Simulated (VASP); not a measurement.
# AlCu3 (Pm-3m) in VASP: further runs

AlCu3 is run at these levels: PBEsol; tasks: single point.

All numbers are computed with VASP 6.6.1; they aren't measurements. Logs are shortened: lines on timing, memory, paths and dates and some standing lists are left out, and cuts for length are marked.

## Step 1: The cell of the first run

It takes space group Pm-3m (No. 221, cubic). The conventional cell has a = 3.558 Å, b = 3.558 Å, c = 3.558 Å, α = 90.00°, β = 90.00°, γ = 90.00°. Al (site symmetry m-3m) has 12 Cu at 2.52 Å within 3.3 Å. Within 3.3 Å of Cu (site symmetry 4/mmm) lie 4 Al at 2.52 Å and 8 Cu at 2.52 Å.

## Step 2: Single point, PBEsol (11.26 Å³/atom)

Contents of INCAR:

```
ALGO = Normal
EDIFF = 1E-6
ENCUT = 520
GGA = PS
ISIF = 2
ISMEAR = 0
LASPH = True
LCHARG = False
LREAL = False
LWAVE = False
NBANDS = 26
NELM = 80
PREC = Accurate
SIGMA = 0.1
```

Contents of KPOINTS:

```
k-points
0
Gamma
  12 12 12
```

Contents of POSCAR:

```
AlCu3
1.0
    3.5577298045      0.0000000000      0.0000000000
    0.0000000000      3.5577298045      0.0000000000
    0.0000000000      0.0000000000      3.5577298045
Al Cu
1 3
Direct
    0.0000000000      0.0000000000      0.0000000000
    0.5000000000      0.5000000000      0.0000000000
    0.5000000000      0.0000000000      0.5000000000
    0.0000000000      0.5000000000      0.5000000000
```

Potentials or basis: VASP PAW PBE potentials, release 64 (Al, Cu).

Run with:

```sh
cat potpaw_PBE.64/Al/POTCAR potpaw_PBE.64/Cu/POTCAR > POTCAR
mpirun -np 1 vasp_std > vasp.out
```

OUTCAR:

```text
EDIFF = 1E-6
   ENCUT = 520
   GGA = PS
   ISIF = 2
   ISMEAR = 0
   LASPH = True
   LREAL = False
   NELM = 80
   PREC = Accurate

 ion  position               nearest neighbor table
   1  0.000  0.000  0.000-   2 2.52   3 2.52   4 2.52   3 2.52   4 2.52   2 2.52   4 2.52   4 2.52
                             2 2.52   3 2.52   3 2.52   2 2.52
   2  0.500  0.500  0.000-   1 2.52   3 2.52   4 2.52   3 2.52   4 2.52   1 2.52   3 2.52   3 2.52
                             1 2.52   4 2.52   4 2.52   1 2.52
   3  0.500  0.000  0.500-   1 2.52   2 2.52   4 2.52   1 2.52   2 2.52   2 2.52   4 2.52   2 2.52
                             1 2.52   4 2.52   1 2.52   4 2.52
   4  0.000  0.500  0.500-   1 2.52   2 2.52   3 2.52   1 2.52   2 2.52   1 2.52   3 2.52   1 2.52
                             2 2.52   3 2.52   2 2.52   3 2.52

  LATTYP: Found a simple cubic cell.
 ALAT       =     3.5577298045

  Lattice vectors:

 A1 = (   3.5577298045,   0.0000000000,   0.0000000000)
 A2 = (   0.0000000000,   3.5577298045,   0.0000000000)
 A3 = (   0.0000000000,   0.0000000000,   3.5577298045)

Analysis of symmetry for initial positions (statically):
=====================================================================
 Subroutine PRICEL returns:
 Original cell was already a primitive cell.

 Routine SETGRP: Setting up the symmetry group for a
 simple cubic supercell.

 Subroutine GETGRP returns: Found 48 space group operations
 (whereof 48 operations were pure point group operations)
 out of a pool of 48 trial point group operations.

The static configuration has the point symmetry O_h .

Analysis of symmetry for dynamics (positions and initial velocities):
=====================================================================
 Subroutine PRICEL returns:
 Original cell was already a primitive cell.

 Routine SETGRP: Setting up the symmetry group for a
 simple cubic supercell.

 Subroutine GETGRP returns: Found 48 space group operations
 (whereof 48 operations were pure point group operations)
 out of a pool of 48 trial point group operations.

The dynamic configuration has the point symmetry O_h .

 Subroutine INISYM returns: Found 48 space group operations
 (whereof 48 operations are pure point group operations),
 and found     1 'primitive' translations

----------------------------------------------------------------------------------------

                                     Primitive cell

  volume of cell :      45.0318

  direct lattice vectors                    reciprocal lattice vectors
     3.557729805  0.000000000  0.000000000     0.281078119  0.000000000  0.000000000
     0.000000000  3.557729805  0.000000000     0.000000000  0.281078119  0.000000000
     0.000000000  0.000000000  3.557729805     0.000000000  0.000000000  0.281078119

  length of vectors
     3.557729805  3.557729805  3.557729805     0.281078119  0.281078119  0.281078119

  position of ions in fractional coordinates (direct lattice)
     0.000000000  0.000000000  0.000000000
     0.500000000  0.500000000  0.000000000
     0.500000000  0.000000000  0.500000000
     0.000000000  0.500000000  0.500000000

  ion indices of the primitive-cell ions
   primitive index   ion index
                 1           1
                 2           2
                 3           3
                 4           4

----------------------------------------------------------------------------------------

 KPOINTS: k-points

Automatic generation of k-mesh.
 Grid dimensions read from file:
 generate k-points for:   12   12   12

 Generating k-lattice:

  Cartesian coordinates                     Fractional coordinates (reciprocal lattice)
     0.023423177  0.000000000  0.000000000     0.083333333  0.000000000  0.000000000
     0.000000000  0.023423177  0.000000000     0.000000000  0.083333333  0.000000000
     0.000000000  0.000000000  0.023423177     0.000000000  0.000000000  0.083333333

  Length of vectors
     0.023423177  0.023423177  0.023423177

  Shift w.r.t. Gamma in fractional coordinates (k-lattice)
     0.000000000  0.000000000  0.000000000

 Subroutine IBZKPT returns following result:
 ===========================================

 Found     84 irreducible k-points:

 Following reciprocal coordinates:
            Coordinates               Weight
  0.000000  0.000000  0.000000      1.000000
  0.083333  0.000000  0.000000      6.000000
  0.166667  0.000000  0.000000      6.000000
  0.250000  0.000000  0.000000      6.000000
  0.333333  0.000000  0.000000      6.000000
  0.416667  0.000000  0.000000      6.000000
[... 16 lines left out ...]
  0.333333  0.333333  0.000000     12.000000
  0.416667  0.333333  0.000000     24.000000
 [... further k-points ...]
   k-points           NKPTS =     84   k-points in BZ     NKDIM =     84   number of bands    NBANDS=     26
   number of dos      NEDOS =    301   number of ions     NIONS =      4
   total plane-waves  NPLWV =  21952
   dimension x,y,z NGX =    28 NGY =   28 NGZ =   28
   dimension x,y,z NGXF=    56 NGYF=   56 NGZF=   56
   ions per type =               1   3
   NGX,Y,Z   is equivalent  to a cutoff of  13.08, 13.08, 13.08 a.u.
   NGXF,Y,Z  is equivalent  to a cutoff of  26.17, 26.17, 26.17 a.u.
 SYSTEM =  unknown system
   PREC   = accura    normal or accurate (medium, high low for compatibility)
   ISTART =      0    job   : 0-new  1-cont  2-samecut
   ICHARG =      2    charge: 1-file 2-atom 10-const
   ISPIN  =      1    spin polarized calculation?
   LNONCOLLINEAR =      F non collinear calculations
   LSORBIT =      F    spin-orbit coupling
   LASPH  =      T    aspherical Exc in radial PAW
   ENCUT  =  520.0 eV  38.22 Ry    6.18 a.u.   6.62  6.62  6.62*2*pi/ulx,y,z
   NELM   =     80;   NELMIN=  2; NELMDL= -5     # of ELM steps
   EDIFF  = 0.1E-05   stopping-criterion for ELM
   LREAL  =      F    real-space projection
   EDIFFG = 0.1E-04   stopping-criterion for IOM
   NSW    =      0    number of steps for IOM
   IBRION =     -1    ionic relax: 0-MD 1-quasi-New 2-CG
   NFREE  =      0    steps in history (QN), initial steepest desc. (CG)
   ISIF   =      2    stress and relaxation
   ISYM   =      2    0-nonsym 1-usesym 2-fastsym
   POTIM  = 0.5000    time-step for ionic-motion
   TEBEG  =    0.0;   TEEND  =   0.0 temperature during run
   PSTRESS=    0.0 pullay stress
   NELECT =      36.0000    total number of electrons
   NUPDOWN=      -1.0000    fix difference up-down
   EMIN   =  10.00;   EMAX   =-10.00  energy-range for DOS
   EFERMI =   0.00;   METHOD = LEGACY
   ISMEAR =     0;   SIGMA  =   0.10  broadening in eV -4-tet -1-fermi 0-gaus
   EFERMI_NEDOS =   21; number of points for ismear=-14 and -15
   IALGO  =     38    algorithm
   IMIX   =      4    mixing-type and parameters
     AMIX     =   0.40;   BMIX     =  1.00
     AMIX_MAG =   1.60;   BMIX_MAG =  1.00
  volume/ion in A,a.u.               =      11.26        75.97
  Fermi-wavevector in a.u.,A,eV,Ry     =   1.519390  2.871231 31.409690  2.308547
  Thomas-Fermi vector in A             =   2.628383
   LORBIT       =      0    0 simple, 1 ext, 2 COOP (PROOUT), +10 PAW based schemes
   GGA     = PS    functional components
   LHFCALC =     F    Hartree Fock is set to
   AEXX    =    0.0000 exact exchange contribution
   IVDW    =     0    specifies the selected vdW correction
   LEPSILON=     F    determine dielectric tensor
   LRPA    =     F    only Hartree local field effects (RPA)
 non-spin polarized calculation
 Gauss-broadening in eV      SIGMA  =   0.10
  energy-cutoff  :      520.00
  volume of cell :       45.03
 maximum number of plane-waves:      1233
 NGX is ok and might be reduce to    28
   NGX = 13   NGY = 13   NGZ = 13

 number of electron      35.9999940 magnetization

 Free energy of the ion-electron system (eV)
  ---------------------------------------------------
  ext. energy  EPLUGINS =         0.00000000
  ---------------------------------------------------
  free energy    TOTEN  =       -17.67613388 eV

  energy without entropy =      -17.67067691  energy(sigma->0) =      -17.67340539

 E-fermi :   9.4273     XC(G=0): -12.8358

 val. band max:        9.3989939234   @ k =   0.5000   0.2500   0.2500
 cond. band min:       9.4283084619   @ k =   0.2500   0.1667   0.1667
 fundamental gap:      0.0293145384
 Fermi energy:         9.4273323869

 k-point     1 :       0.0000    0.0000    0.0000
  band No.  band energies     occupation
      1      -1.7770      2.00000
      2       3.6048      2.00000
      3       4.2225      2.00000
      4       4.2225      2.00000
      5       4.5184      2.00000
      6       4.5184      2.00000
[... 18 lines left out ...]
     25      20.4377      0.00000
     26      21.7643      0.00000

 k-point     2 :       0.0833    0.0000    0.0000
  band No.  band energies     occupation
      1      -1.6922      2.00000
      2       3.6298      2.00000
      3       4.1869      2.00000
      4       4.2695      2.00000
      5       4.5317      2.00000
      6       4.5317      2.00000
[... 18 lines left out ...]
     25      20.1496      0.00000
     26      21.3020      0.00000

 k-point     3 :       0.1667    0.0000    0.0000
  band No.  band energies     occupation
      1      -1.4394      2.00000
      2       3.6671      2.00000
      3       4.0814      2.00000
      4       4.4049      2.00000
      5       4.5702      2.00000
      6       4.5702      2.00000
[... 18 lines left out ...]
     25      19.4738      0.00000
     26      20.3796      0.00000

 k-point     4 :       0.2500    0.0000    0.0000
  band No.  band energies     occupation
      1      -1.0238      2.00000
      2       3.4702      2.00000
      3       4.0464      2.00000
      4       4.6111      2.00000
      5       4.6292      2.00000
      6       4.6292      2.00000
[... 18 lines left out ...]
     25      19.0751      0.00000
     26      19.3679      0.00000
[... 496 lines left out ...]
      1       1.4341      2.00000
      2       2.0331      2.00000
      3       4.3207      2.00000
      4       4.5953      2.00000
      5       4.7293      2.00000
      6       4.9503      2.00000
[... 18 lines left out ...]
     25      19.8816      0.00000
     26      21.4224      0.00000

 k-point    23 :       0.3333    0.3333    0.0000
  band No.  band energies     occupation
      1       0.7649      2.00000
      2       3.5616      2.00000
      3       3.6757      2.00000
      4       4.6496      2.00000
      5       4.6548      2.00000
      6       4.9302      2.00000
[... 18 lines left out ...]
     25      19.5014      0.00000
     26      20.8868      0.00000

 k-point    24 :       0.4167    0.3333    0.0000
  band No.  band energies     occupation
      1       1.3830      2.00000
      2       2.9793      2.00000
      3       3.8673      2.00000
      4       4.6841      2.00000
      5       4.6874      2.00000
      6       5.0497      2.00000
[... 18 lines left out ...]
     25      19.8089      0.00000
     26      20.6370      0.00000

 [... further k-points ...]

------------------------ aborting loop because EDIFF is reached ----------------------------------------

  FORCE on cell =-STRESS in cart. coord.  units (eV):
  Direction    XX          YY          ZZ          XY          YZ          ZX
  --------------------------------------------------------------------------------------
  -------------------------------------------------------------------------------------
  Total        3.1957051      3.1957051      3.1957051     -0.0000000      0.0000000      0.0000000
  in kB      113.6994576    113.6994576    113.6994576     -0.0000000      0.0000000      0.0000000
  external PRESSURE =     113.6994576 kB  Pullay stress =       0.0000000 kB

 VOLUME and BASIS-vectors are now :
 -----------------------------------------------------------------------------
  energy-cutoff  :      520.00
  volume of cell :       45.03
      direct lattice vectors                 reciprocal lattice vectors
     3.557729805  0.000000000  0.000000000     0.281078119  0.000000000  0.000000000
     0.000000000  3.557729805  0.000000000     0.000000000  0.281078119  0.000000000
     0.000000000  0.000000000  3.557729805     0.000000000  0.000000000  0.281078119

 POSITION                                       TOTAL-FORCE (eV/Angst)
 -----------------------------------------------------------------------------------
      0.00000      0.00000      0.00000         0.000000      0.000000      0.000000
      1.77886      1.77886      0.00000         0.000000      0.000000      0.000000
      1.77886      0.00000      1.77886         0.000000      0.000000      0.000000
      0.00000      1.77886      1.77886         0.000000      0.000000      0.000000
 -----------------------------------------------------------------------------------
    total drift:                                0.000000      0.000000      0.000000

  FREE ENERGIE OF THE ION-ELECTRON SYSTEM (eV)
  ---------------------------------------------------
  free  energy   TOTEN  =       -17.6761338752 eV

  energy  without entropy=      -17.6706769141  energy(sigma->0) =      -17.67340539
```

Run time: 2 min. Hardware: 1 thread of Intel Xeon 8259CL, shared host; peak memory 0.21 GiB.

What came out:

```yaml
Free_energy: -17.6761 eV
Pressure: 11.4 GPa
Band_gap_on_the_k_mesh: zero (bands 18 and 19 overlap by 5.86 eV)
```

Caveat: the cell stands under pressure; the PAW data sets were made with another functional, which shifts forces and pressure a little.

(Part 1 of 2 ends here.)
